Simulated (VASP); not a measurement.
# Mg (P6_3/mmc) in VASP: relaxation of cell and atoms with PBE+D3(BJ)

Aim: the relaxation of cell and atoms of Mg with PBE+D3(BJ).

Everything below comes from runs of VASP 6.6.1. Logs are shortened: lines on timing, memory, paths and dates and some standing lists are left out, and cuts for length are marked.

**1. The cell of the first run**

The structure is hexagonal, space group P6_3/mmc (No. 194). Conventional cell: a = 3.209 Å, b = 3.209 Å, c = 5.210 Å, α = 90.00°, β = 90.00°, γ = 120.00°. Within 4.2 Å of Mg (site symmetry -6m2) lie 12 Mg at 3.20 to 3.21 Å.

**2. Relaxation of cell and atoms, PBE+D3(BJ)**

File INCAR:

```
ALGO = Normal ; EDIFF = 1E-6
EDIFFG = -0.005 ; ENCUT = 600
GGA = PE ; IBRION = 2
ISIF = 3 ; ISMEAR = 0
IVDW = 12 ; LASPH = True
LCHARG = False ; LREAL = False
LWAVE = False ; NELM = 100
NSW = 100 ; PREC = Accurate
SIGMA = 0.1
```

File KPOINTS:

```
k-points
0
Gamma
  18 18 8
```

File POSCAR:

```
Mg
1.0
    3.2092715325      0.0000000000      0.0000000000
   -1.6046357662      2.7793106748      0.0000000000
    0.0000000000      0.0000000000      5.2103300000
Mg
2
Direct
    0.3333333333      0.6666666667      0.2500000000
    0.6666666667      0.3333333333      0.7500000000
```

Potentials or basis: VASP PAW PBE potentials, release 64 (Mg).

On the command line:

```
> cat potpaw_PBE.64/Mg/POTCAR > POTCAR
> mpirun -np 1 vasp_std > vasp.out
```

OUTCAR:

```text
EDIFF = 1E-6
   EDIFFG = -0.005
   ENCUT = 600
   GGA = PE
   IBRION = 2
   ISIF = 3
   ISMEAR = 0
   IVDW = 12
   LASPH = True
   LREAL = False
   NELM = 100
   NSW = 100
   PREC = Accurate
 IVDW          = 12

 ion  position               nearest neighbor table
   1  0.333  0.667  0.250-   2 3.20   2 3.20   2 3.20   2 3.20   2 3.20   2 3.20
   2  0.667  0.333  0.750-   1 3.20   1 3.20   1 3.20   1 3.20   1 3.20   1 3.20

  LATTYP: Found a hexagonal cell.
 ALAT       =     3.2092715325
 C/A-ratio  =     1.6235242008

  Lattice vectors:

 A1 = (   3.2092715325,   0.0000000000,   0.0000000000)
 A2 = (  -1.6046357662,   2.7793106748,   0.0000000000)
 A3 = (   0.0000000000,   0.0000000000,   5.2103300000)

Analysis of symmetry for initial positions (statically):
=====================================================================
 Subroutine PRICEL returns:
 Original cell was already a primitive cell.

 Routine SETGRP: Setting up the symmetry group for a
 hexagonal supercell.

 Subroutine GETGRP returns: Found 24 space group operations
 (whereof 12 operations were pure point group operations)
 out of a pool of 24 trial point group operations.

The static configuration has the point symmetry D_3d.
 The point group associated with its full space group is D_6h.

Analysis of symmetry for dynamics (positions and initial velocities):
=====================================================================
 Subroutine PRICEL returns:
 Original cell was already a primitive cell.

 Routine SETGRP: Setting up the symmetry group for a
 hexagonal supercell.

 Subroutine GETGRP returns: Found 24 space group operations
 (whereof 12 operations were pure point group operations)
 out of a pool of 24 trial point group operations.

The dynamic configuration has the point symmetry D_3d.
 The point group associated with its full space group is D_6h.

 Subroutine INISYM returns: Found 24 space group operations
 (whereof 12 operations are pure point group operations),
 and found     1 'primitive' translations

----------------------------------------------------------------------------------------

                                     Primitive cell

  volume of cell :      46.4739

  direct lattice vectors                    reciprocal lattice vectors
     3.209271532  0.000000000  0.000000000     0.311597193  0.179900723  0.000000000
    -1.604635766  2.779310675  0.000000000     0.000000000  0.359801446  0.000000000
     0.000000000  0.000000000  5.210330000     0.000000000  0.000000000  0.191926423

  length of vectors
     3.209271532  3.209271532  5.210330000     0.359801446  0.359801446  0.191926423

  position of ions in fractional coordinates (direct lattice)
     0.333333333  0.666666667  0.250000000
     0.666666667  0.333333333  0.750000000

  ion indices of the primitive-cell ions
   primitive index   ion index
                 1           1
                 2           2

----------------------------------------------------------------------------------------

 KPOINTS: k-points

Automatic generation of k-mesh.
 Grid dimensions read from file:
 generate k-points for:   18   18    8

 Generating k-lattice:

  Cartesian coordinates                     Fractional coordinates (reciprocal lattice)
     0.017310955  0.009994485  0.000000000     0.055555556  0.000000000  0.000000000
     0.000000000  0.019988969  0.000000000     0.000000000  0.055555556  0.000000000
     0.000000000  0.000000000  0.023990803     0.000000000  0.000000000  0.125000000

  Length of vectors
     0.019988969  0.019988969  0.023990803

  Shift w.r.t. Gamma in fractional coordinates (k-lattice)
     0.000000000  0.000000000  0.000000000

 Subroutine IBZKPT returns following result:
 ===========================================

 Found    185 irreducible k-points:

 Following reciprocal coordinates:
            Coordinates               Weight
  0.000000  0.000000  0.000000      1.000000
  0.055556  0.000000  0.000000      6.000000
  0.111111  0.000000  0.000000      6.000000
  0.166667  0.000000  0.000000      6.000000
  0.222222  0.000000  0.000000      6.000000
  0.277778  0.000000  0.000000      6.000000
[... 16 lines left out ...]
  0.333333  0.111111  0.000000     12.000000
  0.388889  0.111111  0.000000     12.000000
 [... further k-points ...]
   k-points           NKPTS =    185   k-points in BZ     NKDIM =    185   number of bands    NBANDS=      6
   number of dos      NEDOS =    301   number of ions     NIONS =      2
   total plane-waves  NPLWV =  32928
   dimension x,y,z NGX =    28 NGY =   28 NGZ =   42
   dimension x,y,z NGXF=    56 NGYF=   56 NGZF=   84
   ions per type =               2
   NGX,Y,Z   is equivalent  to a cutoff of  14.50, 14.50, 13.40 a.u.
   NGXF,Y,Z  is equivalent  to a cutoff of  29.01, 29.01, 26.80 a.u.
 SYSTEM =  unknown system
   PREC   = accura    normal or accurate (medium, high low for compatibility)
   ISTART =      0    job   : 0-new  1-cont  2-samecut
   ICHARG =      2    charge: 1-file 2-atom 10-const
   ISPIN  =      1    spin polarized calculation?
   LNONCOLLINEAR =      F non collinear calculations
   LSORBIT =      F    spin-orbit coupling
   LASPH  =      T    aspherical Exc in radial PAW
   ENCUT  =  600.0 eV  44.10 Ry    6.64 a.u.   6.41  6.41 10.41*2*pi/ulx,y,z
   NELM   =    100;   NELMIN=  2; NELMDL= -5     # of ELM steps
   EDIFF  = 0.1E-05   stopping-criterion for ELM
   LREAL  =      F    real-space projection
   EDIFFG = -.5E-02   stopping-criterion for IOM
   NSW    =    100    number of steps for IOM
   IBRION =      2    ionic relax: 0-MD 1-quasi-New 2-CG
   NFREE  =      1    steps in history (QN), initial steepest desc. (CG)
   ISIF   =      3    stress and relaxation
   ISYM   =      2    0-nonsym 1-usesym 2-fastsym
   POTIM  = 0.5000    time-step for ionic-motion
   TEBEG  =    0.0;   TEEND  =   0.0 temperature during run
   PSTRESS=    0.0 pullay stress
   NELECT =       4.0000    total number of electrons
   NUPDOWN=      -1.0000    fix difference up-down
   EMIN   =  10.00;   EMAX   =-10.00  energy-range for DOS
   EFERMI =   0.00;   METHOD = LEGACY
   ISMEAR =     0;   SIGMA  =   0.10  broadening in eV -4-tet -1-fermi 0-gaus
   EFERMI_NEDOS =   21; number of points for ismear=-14 and -15
   IALGO  =     38    algorithm
   IMIX   =      4    mixing-type and parameters
     AMIX     =   0.40;   BMIX     =  1.00
     AMIX_MAG =   1.60;   BMIX_MAG =  1.00
  volume/ion in A,a.u.               =      23.24       156.81
  Fermi-wavevector in a.u.,A,eV,Ry     =   0.722812  1.365916  7.108458  0.522457
  Thomas-Fermi vector in A             =   1.812869
   LORBIT       =      0    0 simple, 1 ext, 2 COOP (PROOUT), +10 PAW based schemes
   GGA     = PE    functional components
   LHFCALC =     F    Hartree Fock is set to
   AEXX    =    0.0000 exact exchange contribution
   IVDW    =    12    specifies the selected vdW correction
   LEPSILON=     F    determine dielectric tensor
   LRPA    =     F    only Hartree local field effects (RPA)
 conjugate gradient relaxation of ions
 non-spin polarized calculation
 Gauss-broadening in eV      SIGMA  =   0.10
  energy-cutoff  :      600.00
  volume of cell :       46.47
 maximum number of plane-waves:      1578
 NGX is ok and might be reduce to    28
   NGX = 13   NGY = 13   NGZ = 21

--------------------------------------- Ionic step        1  -------------------------------------------

 number of electron       4.0000000 magnetization

 Free energy of the ion-electron system (eV)
  ---------------------------------------------------
  ext. energy  EPLUGINS =         0.00000000
  ---------------------------------------------------
  free energy    TOTEN  =        -3.01397134 eV

  energy without entropy =       -3.00910998  energy(sigma->0) =       -3.01154066

------------------------ aborting loop because EDIFF is reached ----------------------------------------

 Edisp (eV)   -0.56015

 E8    (eV) :    -0.2457

  FORCE on cell =-STRESS in cart. coord.  units (eV):
  Direction    XX          YY          ZZ          XY          YZ          ZX
  --------------------------------------------------------------------------------------
  -------------------------------------------------------------------------------------
  Total      -0.67745    -0.67745    -0.82570    -0.00000     0.00000     0.00000
  in kB     -23.35493   -23.35493   -28.46585    -0.00000     0.00000     0.00000
  external pressure =      -25.06 kB  Pullay stress =        0.00 kB
[... 221 lines left out ...]
  energy  without entropy=       -3.5973297036  energy(sigma->0) =       -3.59936087

--------------------------------------- Ionic step        7  -------------------------------------------

 number of electron       4.0000000 magnetization

 Free energy of the ion-electron system (eV)
  ---------------------------------------------------
  ext. energy  EPLUGINS =         0.00000000
  ---------------------------------------------------
  free energy    TOTEN  =        -2.99938727 eV

  energy without entropy =       -2.99531200  energy(sigma->0) =       -2.99734963

 E-fermi :   2.9627     XC(G=0):  -8.6785

 val. band max:        2.9556861545   @ k =   0.2778   0.1667   0.1250
 cond. band min:       2.9726437555   @ k =   0.5000   0.0000   0.3750
 fundamental gap:      0.0169576009
 Fermi energy:         2.9627299484

 k-point     1 :       0.0000    0.0000    0.0000
  band No.  band energies     occupation
      1      -4.2400      2.00000
      2       1.2352      2.00000
      3       1.8263      2.00000
      4      14.1181      0.00000
      5      14.1181      0.00000
      6      14.3291      0.00000

 k-point     2 :       0.0556    0.0000    0.0000
  band No.  band energies     occupation
      1      -4.1772      2.00000
      2       1.2920      2.00000
      3       1.8869      2.00000
      4      12.6988      0.00000
      5      13.3406      0.00000
      6      14.1408      0.00000
[... 190 lines left out ...]
 k-point    24 :       0.3889    0.1111    0.0000
  band No.  band energies     occupation
      1      -0.1298      2.00000
      2       1.9783      2.00000
      3       5.0579      0.00000
      4       5.7726      0.00000
      5       7.0669      0.00000
      6       7.1505      0.00000

 [... further k-points ...]

------------------------ aborting loop because EDIFF is reached ----------------------------------------

 Edisp (eV)   -0.60201

 E8    (eV) :    -0.2637

  FORCE on cell =-STRESS in cart. coord.  units (eV):
  Direction    XX          YY          ZZ          XY          YZ          ZX
  --------------------------------------------------------------------------------------
  -------------------------------------------------------------------------------------
  Total       0.00798     0.00798     0.00844     0.00000    -0.00000     0.00000
  in kB       0.29572     0.29572     0.31278     0.00000    -0.00000     0.00000
  external pressure =        0.30 kB  Pullay stress =        0.00 kB
[... 17 lines left out ...]
  FREE ENERGIE OF THE ION-ELECTRON SYSTEM (eV)
  ---------------------------------------------------
  free  energy   TOTEN  =        -3.6013944785 eV

  energy  without entropy=       -3.5973192068  energy(sigma->0) =       -3.59935684

 reached required accuracy - stopping structural energy minimisation
```

Wall time 66 s (1 thread of Intel Xeon 6975P-C (Granite Rapids), shared host); peak memory 0.24 GiB.

Results:

- Free energy: -3.6014 eV
- Relaxed volume: 21.62 Å³/atom
- Relaxed cell: a = 3.145 Å, b = 3.145 Å, c = 5.047 Å, α = 90.00°, β = 90.00°, γ = 120.00°
- Space group after relaxing (to 0.1 Å): P6_3/mmc (No. 194)
- Energy gained by relaxing: 13.6 meV/atom
- Ionic steps: 7
- Pressure after relaxing: 0.0 GPa
- Band gap on the k mesh: zero (bands 2 and 3 overlap by 2.15 eV)
- Dispersion energy per atom: -0.301 eV

The path:
| step | energy change (eV) | largest force (eV/Å) | pressure (GPa) | volume (Å³) |
| --- | --- | --- | --- | --- |
| 1 | 0.0000 | 0.0000 | -2.51 | 46.47 |
| 2 | -0.0251 | 0.0000 | -0.72 | 44.07 |
| 3 | -0.0270 | 0.0000 | -0.02 | 43.29 |
| 4 | -0.0270 | 0.0000 | 0.04 | 43.23 |
| 5 | -0.0272 | 0.0000 | 0.03 | 43.23 |
| 6 | -0.0273 | 0.0000 | 0.03 | 43.24 |
| 7 | -0.0273 | 0.0000 | 0.03 | 43.24 |

Final structure:
```
Mg
1.0
     3.14521    0.00000    0.00000
    -1.57260    2.72383    0.00000
     0.00000    0.00000    5.04733
Mg
2
Direct
  0.33333 0.66667 0.25000
  0.66667 0.33333 0.75000
```

Levels at points of the mesh, in eV from the Fermi level:
| k point | band 1 | band 2 | band 3 | band 4 | band 5 | band 6 |
| --- | --- | --- | --- | --- | --- | --- |
| (0.00, 0.00, 0.00) | -7.20 | -1.73 | -1.14 | 11.16 | 11.16 | 11.37 |
| (0.50, 0.00, 0.00) | -2.29 | -2.24 | 2.76 | 3.06 | 3.53 | 3.88 |
| (0.00, 0.00, 0.50) | -5.73 | -5.73 | 5.39 | 5.39 | 11.92 | 11.92 |
| (0.50, 0.00, 0.50) | -1.19 | -1.19 | -0.45 | -0.45 | 8.23 | 8.23 |
